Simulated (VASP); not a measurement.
# Te2Mo (m.Ae) in VASP: single point with PBEsol

Aim: the single point of Te2Mo (m.Ae) with PBEsol.

Program: VASP 6.6.1. These are calculated values, not measurements. Logs are shortened: lines on timing, memory, paths and dates and some standing lists are left out, and cuts for length are marked.

## (1) The cell of the first run

The cell holds a sheet with vacuum, 3 atoms: a = 3.462 Å, b = 3.462 Å, c = 19.621 Å, α = 90.00°, β = 90.00°, γ = 120.00°.

## (2) Single point, PBEsol

INCAR

```
SYSTEM = Te2Mo
PREC     = Accurate       ! precision mode
ENCUT    = 400            ! plane-wave cutoff, eV
EDIFF    = 1E-6           ! SCF threshold, eV
ISMEAR   = 0              ! smearing method
SIGMA    = 0.03           ! smearing width, eV
LREAL    = .FALSE.        ! projectors in reciprocal space
LASPH    = .TRUE.         ! aspherical terms in the spheres
NELM     = 120            ! most SCF steps
ALGO     = Normal         ! electronic algorithm
ISIF     = 2              ! what is computed and relaxed
LWAVE    = .FALSE.        ! write WAVECAR
LCHARG   = .FALSE.        ! write CHGCAR
LDIPOL   = .TRUE.       
IDIPOL   = 3            
DIPOL    = 0.5 0.5 0.500
GGA      = PS             ! functional
NBANDS   = 20             ! bands
GGA_COMPAT= .FALSE.      
NELMDL   = -8
```

KPOINTS

```
Automatic mesh
0
G
  12 12 1
  0 0 0
```

POSCAR

```
Te2Mo
1.0
    3.4622446969      0.0000000000      0.0000000000
   -1.7311223484      2.9983918616      0.0000000000
    0.0000000000      0.0000000000     19.6206956186
Te Mo
2 1
Direct
    0.6666666667      0.3333333333      0.4077327407
    0.6666666667      0.3333333333      0.5922672593
    0.3333333333      0.6666666667      0.5000000000
```

Potentials or basis: VASP PAW PBE potentials, release 64 (Te, Mo_sv).

Launch:

```console
$ cat potpaw_PBE.64/Te/POTCAR potpaw_PBE.64/Mo_sv/POTCAR > POTCAR
$ mpirun -np 1 vasp_std > vasp.out
```

OUTCAR:

```text
SYSTEM = Te2Mo
   PREC = Accurate
   ENCUT = 400
   EDIFF = 1E-6
   ISMEAR = 0
   LREAL = .FALSE.
   LASPH = .TRUE.
   NELM = 120
   ISIF = 2
   GGA = PS
   NELMDL = -8

 ion  position               nearest neighbor table
   1  0.667  0.333  0.408-   3 2.70   3 2.70   3 2.70   2 3.62
   2  0.667  0.333  0.592-   3 2.70   3 2.70   3 2.70   1 3.62
   3  0.333  0.667  0.500-   1 2.70   2 2.70   1 2.70   2 2.70   1 2.70   2 2.70

  LATTYP: Found a hexagonal cell.
 ALAT       =     3.4622446969
 C/A-ratio  =     5.6670447459

  Lattice vectors:

 A1 = (   3.4622446969,   0.0000000000,   0.0000000000)
 A2 = (  -1.7311223484,   2.9983918616,   0.0000000000)
 A3 = (   0.0000000000,   0.0000000000,  19.6206956186)

Analysis of symmetry for initial positions (statically):
=====================================================================
 Subroutine PRICEL returns:
 Original cell was already a primitive cell.

 Routine SETGRP: Setting up the symmetry group for a
 hexagonal supercell.

 Subroutine GETGRP returns: Found 12 space group operations
 (whereof 12 operations were pure point group operations)
 out of a pool of 24 trial point group operations.

The static configuration has the point symmetry D_3h.

Analysis of symmetry for dynamics (positions and initial velocities):
=====================================================================
 Subroutine PRICEL returns:
 Original cell was already a primitive cell.

 Routine SETGRP: Setting up the symmetry group for a
 hexagonal supercell.

 Subroutine GETGRP returns: Found 12 space group operations
 (whereof 12 operations were pure point group operations)
 out of a pool of 24 trial point group operations.

The dynamic configuration has the point symmetry D_3h.

 Subroutine INISYM returns: Found 12 space group operations
 (whereof 12 operations are pure point group operations),
 and found     1 'primitive' translations

----------------------------------------------------------------------------------------

                                     Primitive cell

  volume of cell :     203.6857

  direct lattice vectors                    reciprocal lattice vectors
     3.462244697  0.000000000  0.000000000     0.288829961  0.166756056  0.000000000
    -1.731122348  2.998391862  0.000000000     0.000000000  0.333512111  0.000000000
     0.000000000  0.000000000 19.620695619     0.000000000  0.000000000  0.050966593

  length of vectors
     3.462244697  3.462244697 19.620695619     0.333512111  0.333512111  0.050966593

  position of ions in fractional coordinates (direct lattice)
     0.666666667  0.333333333  0.407732741
     0.666666667  0.333333333  0.592267259
     0.333333333  0.666666667  0.500000000

  ion indices of the primitive-cell ions
   primitive index   ion index
                 1           1
                 2           2
                 3           3

----------------------------------------------------------------------------------------

 KPOINTS: Automatic mesh

Automatic generation of k-mesh.
 Grid dimensions read from file:
 generate k-points for:   12   12    1

 Generating k-lattice:

  Cartesian coordinates                     Fractional coordinates (reciprocal lattice)
     0.024069163  0.013896338  0.000000000     0.083333333 -0.000000000  0.000000000
     0.000000000  0.027792676  0.000000000     0.000000000  0.083333333  0.000000000
     0.000000000  0.000000000  0.050966593     0.000000000  0.000000000  1.000000000

  Length of vectors
     0.027792676  0.027792676  0.050966593

  Shift w.r.t. Gamma in fractional coordinates (k-lattice)
     0.000000000  0.000000000  0.000000000

 Subroutine IBZKPT returns following result:
 ===========================================

 Found     19 irreducible k-points:

 Following reciprocal coordinates:
            Coordinates               Weight
  0.000000  0.000000  0.000000      1.000000
  0.083333  0.000000  0.000000      6.000000
  0.166667  0.000000  0.000000      6.000000
  0.250000  0.000000  0.000000      6.000000
  0.333333  0.000000  0.000000      6.000000
  0.416667  0.000000  0.000000      6.000000
[... 11 lines left out ...]
  0.333333  0.250000  0.000000     12.000000
  0.333333  0.333333  0.000000      2.000000
   k-points           NKPTS =     19   k-points in BZ     NKDIM =     19   number of bands    NBANDS=     20
   number of dos      NEDOS =    301   number of ions     NIONS =      3
   total plane-waves  NPLWV =  73728
   dimension x,y,z NGX =    24 NGY =   24 NGZ =  128
   dimension x,y,z NGXF=    48 NGYF=   48 NGZF=  256
   ions per type =               2   1
   NGX,Y,Z   is equivalent  to a cutoff of  11.52, 11.52, 10.85 a.u.
   NGXF,Y,Z  is equivalent  to a cutoff of  23.05, 23.05, 21.69 a.u.
 SYSTEM =  Te2Mo
   PREC   = accura    normal or accurate (medium, high low for compatibility)
   ISTART =      0    job   : 0-new  1-cont  2-samecut
   ICHARG =      2    charge: 1-file 2-atom 10-const
   ISPIN  =      1    spin polarized calculation?
   LNONCOLLINEAR =      F non collinear calculations
   LSORBIT =      F    spin-orbit coupling
   LASPH  =      T    aspherical Exc in radial PAW
   ENCUT  =  400.0 eV  29.40 Ry    5.42 a.u.   5.65  5.65 32.00*2*pi/ulx,y,z
   NELM   =    120;   NELMIN=  2; NELMDL= -8     # of ELM steps
   EDIFF  = 0.1E-05   stopping-criterion for ELM
   LREAL  =      F    real-space projection
   EDIFFG = 0.1E-04   stopping-criterion for IOM
   NSW    =      0    number of steps for IOM
   IBRION =     -1    ionic relax: 0-MD 1-quasi-New 2-CG
   NFREE  =      0    steps in history (QN), initial steepest desc. (CG)
   ISIF   =      2    stress and relaxation
   ISYM   =      2    0-nonsym 1-usesym 2-fastsym
   POTIM  = 0.5000    time-step for ionic-motion
   TEBEG  =    0.0;   TEEND  =   0.0 temperature during run
   PSTRESS=    0.0 pullay stress
   NELECT =      26.0000    total number of electrons
   NUPDOWN=      -1.0000    fix difference up-down
   EMIN   =  10.00;   EMAX   =-10.00  energy-range for DOS
   EFERMI =   0.00;   METHOD = LEGACY
   ISMEAR =     0;   SIGMA  =   0.03  broadening in eV -4-tet -1-fermi 0-gaus
   EFERMI_NEDOS =   21; number of points for ismear=-14 and -15
   IALGO  =     38    algorithm
   IMIX   =      4    mixing-type and parameters
     AMIX     =   0.40;   BMIX     =  1.00
     AMIX_MAG =   1.60;   BMIX_MAG =  1.00
  volume/ion in A,a.u.               =      67.90       458.18
  Fermi-wavevector in a.u.,A,eV,Ry     =   0.824288  1.557679  9.244493  0.679451
  Thomas-Fermi vector in A             =   1.935947
   LORBIT       =      0    0 simple, 1 ext, 2 COOP (PROOUT), +10 PAW based schemes
   GGA     = PS    functional components
   LHFCALC =     F    Hartree Fock is set to
   AEXX    =    0.0000 exact exchange contribution
   IVDW    =     0    specifies the selected vdW correction
   LEPSILON=     F    determine dielectric tensor
   LRPA    =     F    only Hartree local field effects (RPA)
 non-spin polarized calculation
 Gauss-broadening in eV      SIGMA  =   0.03
  energy-cutoff  :      400.00
  volume of cell :      203.69
 maximum number of plane-waves:      3735
 NGX is ok and might be reduce to    24
   NGX = 11   NGY = 11   NGZ = 63

 number of electron      26.0000006 magnetization

 dipolmoment           0.000000      0.000000      0.000000 electrons x Angstroem

 Free energy of the ion-electron system (eV)
  ---------------------------------------------------
  ext. energy  EPLUGINS =         0.00000000
  ---------------------------------------------------
  free energy    TOTEN  =       -19.60773530 eV

  energy without entropy =      -19.60773530  energy(sigma->0) =      -19.60773530

 E-fermi :   0.1086     XC(G=0):  -4.3639

 val. band max:       -0.2150438948   @ k =   0.3333   0.3333   0.0000
 cond. band min:       1.0586446596   @ k =   0.3333   0.3333   0.0000
 fundamental gap:      1.2736885544
 Fermi energy:         0.1085742329

 k-point     1 :       0.0000    0.0000    0.0000
  band No.  band energies     occupation
      1     -60.7168      2.00000
      2     -34.9540      2.00000
      3     -34.7731      2.00000
      4     -34.7731      2.00000
      5     -13.0961      2.00000
      6     -12.1312      2.00000
[... 12 lines left out ...]
     19       4.4008      0.00000
     20       5.1466      0.00000

 k-point     2 :       0.0833    0.0000    0.0000
  band No.  band energies     occupation
      1     -60.7160      2.00000
      2     -34.9518      2.00000
      3     -34.7838      2.00000
      4     -34.7756      2.00000
      5     -12.9917      2.00000
      6     -12.0580      2.00000
[... 12 lines left out ...]
     19       4.5240      0.00000
     20       5.2871      0.00000

 k-point     3 :       0.1667    0.0000    0.0000
  band No.  band energies     occupation
      1     -60.7137      2.00000
      2     -34.9453      2.00000
      3     -34.8127      2.00000
      4     -34.7822      2.00000
      5     -12.6872      2.00000
      6     -11.8449      2.00000
[... 12 lines left out ...]
     19       4.8795      0.00000
     20       5.6109      0.00000

 k-point     4 :       0.2500    0.0000    0.0000
  band No.  band energies     occupation
      1     -60.7106      2.00000
      2     -34.9364      2.00000
      3     -34.8519      2.00000
      4     -34.7914      2.00000
      5     -12.2131      2.00000
      6     -11.5151      2.00000
[... 314 lines left out ...]
 k-point    18 :       0.3333    0.2500    0.0000
  band No.  band energies     occupation
      1     -60.7032      2.00000
      2     -34.9155      2.00000
      3     -34.9028      2.00000
      4     -34.8542      2.00000
      5     -10.6247      2.00000
      6     -10.4354      2.00000
[... 12 lines left out ...]
     19       5.8314      0.00000
     20       6.9428      0.00000

 k-point    19 :       0.3333    0.3333    0.0000
  band No.  band energies     occupation
      1     -60.7028      2.00000
      2     -34.9143      2.00000
      3     -34.8916      2.00000
      4     -34.8720      2.00000
      5     -10.5108      2.00000
      6     -10.3552      2.00000
[... 12 lines left out ...]
     19       5.0067      0.00000
     20       7.1340      0.00000

------------------------ aborting loop because EDIFF is reached ----------------------------------------

 vacuum level on the upper side and lower side of the slab       (xc-potential included)        -0.115        -0.115

  FORCE on cell =-STRESS in cart. coord.  units (eV):
  Direction    XX          YY          ZZ          XY          YZ          ZX
  --------------------------------------------------------------------------------------
  -------------------------------------------------------------------------------------
  Total        0.6610214      0.6610214      0.2346009      0.0000000      0.0000000      0.0000000
  in kB        5.1995476      5.1995476      1.8453541      0.0000000      0.0000000      0.0000000
  external PRESSURE =       4.0814831 kB  Pullay stress =       0.0000000 kB

 VOLUME and BASIS-vectors are now :
 -----------------------------------------------------------------------------
  energy-cutoff  :      400.00
  volume of cell :      203.69
      direct lattice vectors                 reciprocal lattice vectors
     3.462244697  0.000000000  0.000000000     0.288829961  0.166756056  0.000000000
    -1.731122348  2.998391862  0.000000000     0.000000000  0.333512111  0.000000000
     0.000000000  0.000000000 19.620695619     0.000000000  0.000000000  0.050966593

 POSITION                                       TOTAL-FORCE (eV/Angst)
 -----------------------------------------------------------------------------------
      1.73112      0.99946      8.00000         0.000000      0.000000     -0.092954
      1.73112      0.99946     11.62070         0.000000     -0.000000      0.092954
     -0.00000      1.99893      9.81035        -0.000000      0.000000      0.000000
 -----------------------------------------------------------------------------------
    total drift:                                0.000000     -0.000000     -0.000000

  FREE ENERGIE OF THE ION-ELECTRON SYSTEM (eV)
  ---------------------------------------------------
  free  energy   TOTEN  =       -19.6077353036 eV

  energy  without entropy=      -19.6077353036  energy(sigma->0) =      -19.60773530

 vacuum level on the upper side and lower side of the slab         4.614         4.614
```

Run time: 2.2 min. Hardware: 1 thread of AMD EPYC 7R43 (Zen 3), shared host; peak memory 0.25 GiB.

What came out:

```yaml
Free_energy: -19.6077 eV
Largest_force: 0.093 eV/Å
Band_gap_on_the_k_mesh: 1.27 eV, direct
```

Forces on the atoms (eV/Å):
```
Te   0.000  0.000 -0.093
Te   0.000  0.000  0.093
Mo   0.000  0.000  0.000
```

Levels at points of the mesh, in eV from the valence-band top:
| k point | band 10 | band 11 | band 12 | band 13 | band 14 | band 15 | band 16 | band 17 |
| --- | --- | --- | --- | --- | --- | --- | --- | --- |
| (0.00, 0.00, 0.00) | -1.60 | -0.79 | -0.79 | -0.65 | 3.38 | 3.38 | 3.69 | 3.69 |
| (0.50, 0.00, 0.00) | -2.30 | -1.75 | -0.81 | -0.12 | 1.61 | 1.88 | 3.40 | 3.88 |

Caveat: the PAW data sets were made with another functional, which shifts forces and pressure a little; spin-orbit coupling is left out, which moves the levels of the heavy elements.
